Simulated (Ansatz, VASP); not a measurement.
One calculation of Ti4C3, two programs

```
CELL_PARAMETERS angstrom
3.04748 1.75946 2.48763
-3.04748 1.75946 2.48763
0.00000 -3.51893 2.48763
ATOMIC_POSITIONS crystal
Ti 0.50000 0.50000 0.50000
Ti 0.00000 0.00000 0.50000
Ti 0.50000 0.00000 0.00000
Ti 0.00000 0.50000 0.00000
C 0.50000 0.50000 0.00000
C 0.00000 0.50000 0.50000
C 0.50000 0.00000 0.50000
```

Alike in both runs: functional PBE; k mesh 4 × 4 × 4; occupations gaussian, width 0.2 eV; no spin polarisation.

Ansatz relaxed the structure, and its values are those at the end. VASP's run is a single point on that final structure, the one shown.

|  | VASP | Ansatz |
| --- | --- | --- |
| version | VASP 6.6.1 | Ansatz 0.2.0 |
| potentials or method | VASP PAW PBE potentials, release 64 (Ti_sv, C), cutoff 520 eV | scalar-relativistic, plane waves, PAW |
| valence electrons in the cell | 60 | 60 |

```tsv
	VASP	Ansatz	Ansatz less VASP
gap on the k mesh at the Fermi level (eV)	none	none	-
pressure (GPa)	0.2	0.0	-0.16
```

A gap of «none» marks a metal or a gap that the smearing closes. With one functional, cell and mesh, what is left measures potentials, basis and numerics.

The k mesh is coarse, so the values compare programs but aren't converged.
